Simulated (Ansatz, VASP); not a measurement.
ZnS in VASP and in Ansatz

```
Zn S
1.0
     3.84549    0.00000    0.00000
    -1.92275    3.33029    0.00000
     0.00000    0.00000   12.61067
Zn S
4 4
Direct
  0.33333 0.66667 0.00261
  0.33333 0.66667 0.50261
  0.62316 0.30148 0.25261
  0.71017 0.36518 0.75261
  0.29449 0.63823 0.18989
  0.37218 0.69510 0.68989
  0.66439 0.33167 0.43989
  0.66894 0.33500 0.93989
```

Change from the starting cell: mode 4 (56.2 1/cm) frozen in, largest displacement +0.150 Å.

Alike in both runs: task single point; functional PBE; k mesh 12 × 12 × 2; occupations gaussian, width 0.05 eV; no spin polarisation.

|  | VASP | Ansatz |
| --- | --- | --- |
| version | VASP 6.6.1 | Ansatz 0.2.0 |
| potentials or method | VASP PAW PBE potentials, release 64 (Zn, S), cutoff 520 eV | scalar-relativistic, plane waves, PAW |
| valence electrons in the cell | 72 | 72 |

```csv
,VASP,Ansatz,Ansatz less VASP
gap on the k mesh at the Fermi level (eV),2.07,2.07,-0.003
least direct gap on the mesh (eV),2.07,2.07,-0.003
pressure (GPa),0.1,-0.1,-0.14
rms of the force components (eV/Å),0.036,0.037,+0.0004
```

Atom by atom the forces differ by 0.001 eV/Å (rms over components).
